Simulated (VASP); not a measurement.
Write the native input for VASP 6.6.1 that does the following.

```yaml
Task: electric field gradients
Functional: PBE
Potentials_or_basis: VASP PAW PBE potentials, release 64 (Be)
Cutoff: 520 eV
k_mesh: 9 × 9 × 14
Occupations: fermi-dirac, width 0.05 eV
Spin: no spin polarisation
Dipole_correction: no
Further_INCAR_settings: ALGO = Normal; EDIFF = 1e-08; NBANDS = 12
```

The structure of Be lies in POSCAR:

```
Be
1.0
    3.7468140000      0.0000000000      0.0000000000
    0.0000000000      3.7468140000      0.0000000000
    0.0000000000      0.0000000000      2.2812800000
Be
4
Direct
    0.2974080000      0.2974080000      0.0000000000
    0.7025920000      0.7025920000      0.0000000000
    0.2025920000      0.7974080000      0.5000000000
    0.7974080000      0.2025920000      0.5000000000
```

One way to write it, as run:

INCAR

```
PREC = Accurate
ENCUT = 520
EDIFF = 1E-8
ISMEAR = -1
SIGMA = 0.05
LREAL = F
LASPH = T
NELM = 60
ALGO = Normal
ISIF = 2
LWAVE = F
LCHARG = F
GGA = PE
LEFG = T
NBANDS = 12
```

KPOINTS

```
regular mesh
0
Gamma
  9 9 14
```

Potentials or basis: VASP PAW PBE potentials, release 64 (Be).

The run is started by

```bash
$ cat potpaw_PBE.64/Be/POTCAR > POTCAR
$ mpirun -np 1 vasp_std > vasp.out
```

Results of the run:

```
Pressure                                : 0.1 GPa
Largest force                           : 0.004 eV/Å
Band gap on the k mesh                  : zero (bands 4 and 5 overlap by 2.03 eV)
Largest electric field gradient by atom : Be +1.8 V/Å²
```

Caveat: without QUAD_EFG the Cq values of the log hold for a quadrupole moment of 1 mb, not for the nuclei.

Run time: 43 s on 1 thread of AMD EPYC 7R43 64-Core Processor (Zen 3), on a shared host, peak memory 0.12 GiB.
